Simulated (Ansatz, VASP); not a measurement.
Two plane-wave programs on SnTe

The input INCAR:

```
SYSTEM = SnTe
PREC = Accurate
ENCUT = 500
EDIFF = 1E-7
ISMEAR = -1
SIGMA = 0.05
LREAL = .False.
LASPH = .True.
NELM = 120
ALGO = Normal
ISIF = 3
LWAVE = .False.
LCHARG = .False.
IBRION = 2
NSW = 80
EDIFFG = -0.01
GGA_COMPAT = .False.
NELMIN = 4
```

File KPOINTS:

```
regular mesh
0
Gamma
  4 4 4
  0 0 0
```

The input POSCAR:

```
SnTe
1.0
    5.1069320000      0.0000000000      0.0000000000
    2.5534660000      4.4227328474      0.0000000000
    2.5534660000      1.4742442825      4.1697925170
Sn Te
1 1
Direct
    0.0000000000      0.0000000000      0.0000000000
    0.7500000000      0.7500000000      0.7500000000
```

Input for Ansatz:

```yaml
crystal:
  lattice:
    - [5.106932, 0.0, 0.0]
    - [2.5534660000000002, 4.42273284739967, 0.0]
    - [2.5534660000000002, 1.474244282466557, 4.169792517030393]
  atoms:
    - { symbol: Sn, position: [0.0, 0.0, 0.0] }
    - { symbol: Te, position: [0.75, 0.75, 0.75] }
kpoints:
  mp_grid:
    grid: [4, 4, 4]
hamiltonian:
  xc: lda
  dispersion: none
scf:
  occupations:
    method: fermi_dirac
    width: 0.05
relax:
  f_tol: 0.01
  cell: {}
```

Alike in both runs: task relaxation of cell and atoms; functional LDA; k mesh 4 × 4 × 4; occupations fermi-dirac, width 0.05 eV; no spin polarisation.

```csv
,VASP,Ansatz
version,VASP 6.6.1,Ansatz 0.2.0
potentials or method,"VASP PAW LDA potentials, release 64 (Sn_d, Te)","plane waves, PAW"
plane-wave cutoff (eV),500,420
valence electrons in the cell,20,30
```

Ansatz gave:

* relaxed volume (Å³/atom): 41.56
* relaxed cell length with the largest relative difference (Å): 4.898

**Question.** Estimate VASP's values.

**Answer.** Relaxed volume (Å³/atom): 41.60; relaxed cell length with the largest relative difference (Å): 4.900.

LDA's correlation is that of Perdew and Zunger in VASP and of Perdew and Wang (1992) in Ansatz. VASP's potentials hold 20 valence electrons a cell and Ansatz's 30, so a difference there can come from the potentials and not from the codes.

The k mesh is coarse, so the values compare programs but aren't converged. Spin-orbit coupling is off throughout.
